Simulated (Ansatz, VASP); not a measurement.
## Ni: VASP beside Ansatz

File INCAR:

```
  PREC = Accurate
  ENCUT = 600
  EDIFF = 1E-6
  ISMEAR = -1
  SIGMA = 0.1
  LREAL = False
  LASPH = True
  NELM = 60
  ALGO = Normal
  ISIF = 3
  LWAVE = False
  LCHARG = False
  GGA = PS
  IBRION = 2
  NSW = 80
  EDIFFG = -0.01
```

File KPOINTS:

```
regular mesh
0
Gamma
  14 14 4
```

The input POSCAR:

```
Ni
1.0
    2.4917559660      0.0000000000      0.0000000000
   -1.2458779830      2.1579239666      0.0000000000
    0.0000000000      0.0000000000      8.1380749850
Ni
4
Direct
    0.0000000000      0.0000000000      0.0000000000
    0.0000000000      0.0000000000      0.5000000000
    0.3333333333      0.6666666667      0.2500000000
    0.6666666667      0.3333333333      0.7500000000
```

Input for Ansatz:

```yaml
crystal:
  lattice:
    - [2.491755966, 0.0, 0.0]
    - [-1.245877983, 2.1579239666, 0.0]
    - [0.0, 0.0, 8.138074985]
  atoms:
    - { symbol: Ni, position: [0.0, 0.0, 0.0] }
    - { symbol: Ni, position: [0.0, 0.0, 0.5] }
    - { symbol: Ni, position: [0.3333333333, 0.6666666667, 0.25] }
    - { symbol: Ni, position: [0.6666666667, 0.3333333333, 0.75] }
hamiltonian:
  xc: pbesol
  pseudopotentials:
    kind: paw
    azcp:
      Ni: "pseudopotentials/Ni.paw.azcp"
basis:
  ecutwfc: 420
  fft_grid_basis: typed
kpoints:
  mp_grid: { grid: [14, 14, 4], shift: [0, 0, 0] }
magnetization:
  spin_polarized: false
scf:
  occupations: { method: fermi_dirac, width: 0.1 }
relax:
  max_steps: 60
  f_tol: 0.01
  cell: {}
```

Alike in both runs: task relaxation of cell and atoms; functional PBEsol; k mesh 14 × 14 × 4; occupations fermi-dirac, width 0.1 eV; no spin polarisation.

|  | VASP | Ansatz |
| --- | --- | --- |
| version | VASP 6.6.1 | Ansatz 0.2.0 |
| potentials or method | VASP PAW PBE potentials, release 64 (Ni), cutoff 600 eV | plane waves (420 eV) with PAW, scalar-relativistic |
| valence electrons in the cell | 40 | 72 |

```csv
,VASP,Ansatz,Ansatz less VASP
relaxed volume (Å³/atom),10.36,10.37,+0.007
relaxed cell length with the largest relative difference (Å),2.445,2.445,+0.0006
```

VASP's potentials were made for PBE, not for PBEsol, and Ansatz warns of the same on its side. VASP's potentials hold 40 valence electrons a cell and Ansatz's 72, so a difference there can come from the potentials and not from the codes.

Noted on VASP's run: too few bands were computed for a metal, which touches its energy and stress.
